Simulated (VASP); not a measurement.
# BF (Amm2) in VASP: single point with PBE

Aim: the single point of BF with PBE.

Everything below comes from runs of VASP 6.6.1. Logs are shortened: lines on timing, memory, paths and dates and some standing lists are left out, and cuts for length are marked.

### 1 The cell of the first run

The structure is orthorhombic, space group Amm2 (No. 38). The conventional cell has a = 3.136 Å, b = 7.108 Å, c = 8.949 Å, α = 90.00°, β = 90.00°, γ = 90.00°. Within 2.0 Å of B (site symmetry m) lie 1 F at 1.52 Å and 2 B at 1.73 Å. B (site symmetry m) has 2 F at 1.42 to 1.61 Å and 2 B at 1.73 Å within 1.9 Å. Within 1.9 Å of F (site symmetry m) lie 1 B at 1.42 Å. F (site symmetry mm2) has 2 B at 1.52 Å within 2.0 Å. Within 2.1 Å of F (site symmetry mm2) lie 2 B at 1.61 Å.

The cell was generated, and may not be a known phase.

### 2 Single point, PBE

Contents of INCAR:

```
PREC = Accurate
ENCUT = 520
EDIFF = 1E-7
ISMEAR = 0
SIGMA = 0.1
LREAL = False
LASPH = True
NELM = 100
ALGO = Normal
ISIF = 2
LWAVE = False
LCHARG = False
GGA = PE
NBANDS = 30
```

Contents of KPOINTS:

```
regular mesh
0
Gamma
  6 4 4
```

Contents of POSCAR:

```
BF
1.0
    3.1360729146      0.0000000000      0.0000000000
    0.0000000000      3.5540279621      4.4747235564
    0.0000000000     -3.5540279621      4.4747235564
B F
4 4
Direct
    0.5000000000      0.7683990529      0.3630801387
    0.5000000000      0.3630801387      0.7683990529
    0.0000000000      0.8981362780      0.3292359149
    0.0000000000      0.3292359149      0.8981362780
    0.0000000000      0.4845226552      1.0610594827
    0.0000000000      1.0610594827      0.4845226552
    0.5000000000      0.5108868156      0.5108868156
    0.0000000000      0.0568163919      0.0568163919
```

Potentials or basis: VASP PAW PBE potentials, release 64 (B, F).

The run is started by

```sh
$ cat potpaw_PBE.64/B/POTCAR potpaw_PBE.64/F/POTCAR > POTCAR
$ mpirun -np 1 vasp_std > vasp.out
```

OUTCAR:

```text
PREC = Accurate
   ENCUT = 520
   EDIFF = 1E-7
   ISMEAR = 0
   LREAL = False
   LASPH = True
   NELM = 100
   ISIF = 2
   GGA = PE

 ion  position               nearest neighbor table
   1  0.500  0.768  0.363-   7 1.52   3 1.73   3 1.73
   2  0.500  0.363  0.768-   7 1.52   4 1.73   4 1.73
   3  0.000  0.898  0.329-   6 1.42   8 1.61   1 1.73   1 1.73
   4  0.000  0.329  0.898-   5 1.42   8 1.61   2 1.73   2 1.73
   5  0.000  0.485  0.061-   4 1.42
   6  0.000  0.061  0.485-   3 1.42
   7  0.500  0.511  0.511-   1 1.52   2 1.52
   8  0.000  0.057  0.057-   3 1.61   4 1.61

  LATTYP: Found a base centered orthorhombic cell.
 ALAT       =     7.1080559242
 B/A-ratio  =     1.2590569360
 C/A-ratio  =     0.4411998088

  Lattice vectors:

 A1 = (   0.0000000000,   3.5540279621,  -4.4747235564)
 A2 = (   0.0000000000,   3.5540279621,   4.4747235564)
 A3 = (   3.1360729146,   0.0000000000,   0.0000000000)

Analysis of symmetry for initial positions (statically):
=====================================================================
 Subroutine PRICEL returns:
 Original cell was already a primitive cell.

 Routine SETGRP: Setting up the symmetry group for a
 base centered orthorhombic supercell.

 Subroutine GETGRP returns: Found  4 space group operations
 (whereof  4 operations were pure point group operations)
 out of a pool of  8 trial point group operations.

The static configuration has the point symmetry C_2v.

Analysis of symmetry for dynamics (positions and initial velocities):
=====================================================================
 Subroutine PRICEL returns:
 Original cell was already a primitive cell.

 Routine SETGRP: Setting up the symmetry group for a
 base centered orthorhombic supercell.

 Subroutine GETGRP returns: Found  4 space group operations
 (whereof  4 operations were pure point group operations)
 out of a pool of  8 trial point group operations.

The dynamic configuration has the point symmetry C_2v.

 Subroutine INISYM returns: Found  4 space group operations
 (whereof  4 operations are pure point group operations),
 and found     1 'primitive' translations

----------------------------------------------------------------------------------------

                                     Primitive cell

  volume of cell :      99.7478

  direct lattice vectors                    reciprocal lattice vectors
     3.136072915  0.000000000  0.000000000     0.318870137  0.000000000  0.000000000
     0.000000000  3.554027962  4.474723556     0.000000000  0.140685443  0.111738746
     0.000000000 -3.554027962  4.474723556     0.000000000 -0.140685443  0.111738746

  length of vectors
     3.136072915  5.714391102  5.714391102     0.318870137  0.179660628  0.179660628

  position of ions in fractional coordinates (direct lattice)
     0.500000000  0.768399053  0.363080139
     0.500000000  0.363080139  0.768399053
     0.000000000  0.898136278  0.329235915
     0.000000000  0.329235915  0.898136278
     0.000000000  0.484522655  0.061059483
     0.000000000  0.061059483  0.484522655
     0.500000000  0.510886816  0.510886816
     0.000000000  0.056816392  0.056816392

  ion indices of the primitive-cell ions
   primitive index   ion index
                 1           1
                 2           2
                 3           3
                 4           4
                 5           5
                 6           6
                 7           7
                 8           8

----------------------------------------------------------------------------------------

 KPOINTS: regular mesh

Automatic generation of k-mesh.
 Grid dimensions read from file:
 generate k-points for:    6    4    4

 Generating k-lattice:

  Cartesian coordinates                     Fractional coordinates (reciprocal lattice)
     0.053145023  0.000000000  0.000000000     0.166666667  0.000000000  0.000000000
     0.000000000  0.035171361  0.027934687     0.000000000  0.250000000 -0.000000000
     0.000000000 -0.035171361  0.027934687     0.000000000 -0.000000000  0.250000000

  Length of vectors
     0.053145023  0.044915157  0.044915157

  Shift w.r.t. Gamma in fractional coordinates (k-lattice)
     0.000000000  0.000000000  0.000000000

 Subroutine IBZKPT returns following result:
 ===========================================

 Found     28 irreducible k-points:

 Following reciprocal coordinates:
            Coordinates               Weight
  0.000000  0.000000  0.000000      1.000000
  0.166667  0.000000  0.000000      2.000000
  0.333333  0.000000  0.000000      2.000000
  0.500000  0.000000  0.000000      1.000000
  0.000000  0.250000  0.000000      4.000000
  0.166667  0.250000  0.000000      8.000000
[... 16 lines left out ...]
  0.333333 -0.250000  0.250000      4.000000
  0.500000 -0.250000  0.250000      2.000000
 [... further k-points ...]
   k-points           NKPTS =     28   k-points in BZ     NKDIM =     28   number of bands    NBANDS=     30
   number of dos      NEDOS =    301   number of ions     NIONS =      8
   total plane-waves  NPLWV =  42336
   dimension x,y,z NGX =    24 NGY =   42 NGZ =   42
   dimension x,y,z NGXF=    48 NGYF=   84 NGZF=   84
   ions per type =               4   4
   NGX,Y,Z   is equivalent  to a cutoff of  12.72, 12.22, 12.22 a.u.
   NGXF,Y,Z  is equivalent  to a cutoff of  25.45, 24.44, 24.44 a.u.
 SYSTEM =  unknown system
   PREC   = accura    normal or accurate (medium, high low for compatibility)
   ISTART =      0    job   : 0-new  1-cont  2-samecut
   ICHARG =      2    charge: 1-file 2-atom 10-const
   ISPIN  =      1    spin polarized calculation?
   LNONCOLLINEAR =      F non collinear calculations
   LSORBIT =      F    spin-orbit coupling
   LASPH  =      T    aspherical Exc in radial PAW
   ENCUT  =  520.0 eV  38.22 Ry    6.18 a.u.   5.83 10.62 10.62*2*pi/ulx,y,z
   NELM   =    100;   NELMIN=  2; NELMDL= -5     # of ELM steps
   EDIFF  = 0.1E-06   stopping-criterion for ELM
   LREAL  =      F    real-space projection
   EDIFFG = 0.1E-05   stopping-criterion for IOM
   NSW    =      0    number of steps for IOM
   IBRION =     -1    ionic relax: 0-MD 1-quasi-New 2-CG
   NFREE  =      0    steps in history (QN), initial steepest desc. (CG)
   ISIF   =      2    stress and relaxation
   ISYM   =      2    0-nonsym 1-usesym 2-fastsym
   POTIM  = 0.5000    time-step for ionic-motion
   TEBEG  =    0.0;   TEEND  =   0.0 temperature during run
   PSTRESS=    0.0 pullay stress
   NELECT =      40.0000    total number of electrons
   NUPDOWN=      -1.0000    fix difference up-down
   EMIN   =  10.00;   EMAX   =-10.00  energy-range for DOS
   EFERMI =   0.00;   METHOD = LEGACY
   ISMEAR =     0;   SIGMA  =   0.10  broadening in eV -4-tet -1-fermi 0-gaus
   EFERMI_NEDOS =   21; number of points for ismear=-14 and -15
   IALGO  =     38    algorithm
   IMIX   =      4    mixing-type and parameters
     AMIX     =   0.40;   BMIX     =  1.00
     AMIX_MAG =   1.60;   BMIX_MAG =  1.00
  volume/ion in A,a.u.               =      12.47        84.14
  Fermi-wavevector in a.u.,A,eV,Ry     =   1.207240  2.281354 19.829531  1.457429
  Thomas-Fermi vector in A             =   2.342884
   LORBIT       =      0    0 simple, 1 ext, 2 COOP (PROOUT), +10 PAW based schemes
   GGA     = PE    functional components
   LHFCALC =     F    Hartree Fock is set to
   AEXX    =    0.0000 exact exchange contribution
   IVDW    =     0    specifies the selected vdW correction
   LEPSILON=     F    determine dielectric tensor
   LRPA    =     F    only Hartree local field effects (RPA)
 non-spin polarized calculation
 Gauss-broadening in eV      SIGMA  =   0.10
  energy-cutoff  :      520.00
  volume of cell :       99.75
 maximum number of plane-waves:      2708
 NGX is ok and might be reduce to    24
   NGX = 11   NGY = 21   NGZ = 21

 number of electron      39.9999981 magnetization

 Free energy of the ion-electron system (eV)
  ---------------------------------------------------
  ext. energy  EPLUGINS =         0.00000000
  ---------------------------------------------------
  free energy    TOTEN  =       -43.06463110 eV

  energy without entropy =      -43.06463104  energy(sigma->0) =      -43.06463107

 E-fermi :   1.4208     XC(G=0):  -8.4658

 val. band max:        1.1070334451   @ k =   0.0000   0.0000   0.0000
 cond. band min:       1.7451794498   @ k =   0.0000  -0.2500   0.2500
 fundamental gap:      0.6381460047
 Fermi energy:         1.4207616283

 k-point     1 :       0.0000    0.0000    0.0000
  band No.  band energies     occupation
      1     -26.5742      2.00000
      2     -24.4659      2.00000
      3     -23.5632      2.00000
      4     -23.4531      2.00000
      5     -11.4389      2.00000
      6      -9.3352      2.00000
[... 22 lines left out ...]
     29      11.5862      0.00000
     30      13.2245      0.00000

 k-point     2 :       0.1667    0.0000    0.0000
  band No.  band energies     occupation
      1     -26.5546      2.00000
      2     -24.4410      2.00000
      3     -23.5408      2.00000
      4     -23.4342      2.00000
      5     -11.3235      2.00000
      6      -9.2723      2.00000
[... 22 lines left out ...]
     29      11.3038      0.00000
     30      12.0909      0.00000

 k-point     3 :       0.3333    0.0000    0.0000
  band No.  band energies     occupation
      1     -26.5158      2.00000
      2     -24.3912      2.00000
      3     -23.4962      2.00000
      4     -23.3967      2.00000
      5     -11.0692      2.00000
      6      -9.1328      2.00000
[... 682 lines left out ...]
     29      11.1789      0.00000
     30      11.6559      0.00000

 k-point    24 :       0.5000   -0.2500    0.2500
  band No.  band energies     occupation
      1     -26.4960      2.00000
      2     -24.3564      2.00000
      3     -23.4777      2.00000
      4     -23.3860      2.00000
      5     -10.9480      2.00000
      6      -9.0944      2.00000
[... 22 lines left out ...]
     29      11.2715      0.00000
     30      11.9592      0.00000

 [... further k-points ...]

------------------------ aborting loop because EDIFF is reached ----------------------------------------

  FORCE on cell =-STRESS in cart. coord.  units (eV):
  Direction    XX          YY          ZZ          XY          YZ          ZX
  --------------------------------------------------------------------------------------
  -------------------------------------------------------------------------------------
  Total       -0.2268913      0.1201767      0.5574232      0.0000000      0.0000000      0.0000000
  in kB       -3.6443935      1.9303130      8.9534910      0.0000000      0.0000000      0.0000000
  external PRESSURE =       2.4131368 kB  Pullay stress =       0.0000000 kB

 VOLUME and BASIS-vectors are now :
 -----------------------------------------------------------------------------
  energy-cutoff  :      520.00
  volume of cell :       99.75
      direct lattice vectors                 reciprocal lattice vectors
     3.136072915  0.000000000  0.000000000     0.318870137  0.000000000  0.000000000
     0.000000000  3.554027962  4.474723556     0.000000000  0.140685443  0.111738746
     0.000000000 -3.554027962  4.474723556     0.000000000 -0.140685443  0.111738746

 POSITION                                       TOTAL-FORCE (eV/Angst)
 -----------------------------------------------------------------------------------
      1.56804      1.44051      5.06306         0.000000      0.064942     -0.009205
      1.56804     -1.44051      5.06306         0.000000     -0.064942     -0.009205
      0.00000      2.02189      5.49215         0.000000     -0.040996     -0.197670
      0.00000     -2.02189      5.49215         0.000000      0.040996     -0.197670
      0.00000      1.50500      2.44133         0.000000     -0.002212      0.226359
      0.00000     -1.50500      2.44133         0.000000      0.002212      0.226359
      1.56804      0.00000      4.57215         0.000000      0.000000     -0.014767
      0.00000      0.00000      0.50848         0.000000      0.000000     -0.024199
 -----------------------------------------------------------------------------------
    total drift:                                0.000000      0.000001     -0.000640

  FREE ENERGIE OF THE ION-ELECTRON SYSTEM (eV)
  ---------------------------------------------------
  free  energy   TOTEN  =       -43.0646311045 eV

  energy  without entropy=      -43.0646310367  energy(sigma->0) =      -43.06463107
```

Run time: 1.8 min. Hardware: 1 thread of AMD EPYC 9755, shared host; peak memory 0.18 GiB.

Results:

```yaml
Free_energy: -43.0646 eV
Pressure: 0.2 GPa
Largest_force: 0.226 eV/Å
Band_gap_on_the_k_mesh: 0.64 eV (least direct gap 0.76 eV)
```

Forces in eV/Å, atoms in the order of the input:
```
B    0.000  0.065 -0.009
B    0.000 -0.065 -0.009
B    0.000 -0.041 -0.198
B    0.000  0.041 -0.198
F    0.000 -0.002  0.226
F    0.000  0.002  0.226
F    0.000  0.000 -0.015
F    0.000  0.000 -0.024
```

Stress tensor (GPa, compression positive):
```
-0.36  0.00  0.00
 0.00  0.19  0.00
 0.00  0.00  0.90
```

Caveat: semilocal functionals underestimate gaps, and a narrow one can read as zero. A k mesh can miss the band edges.
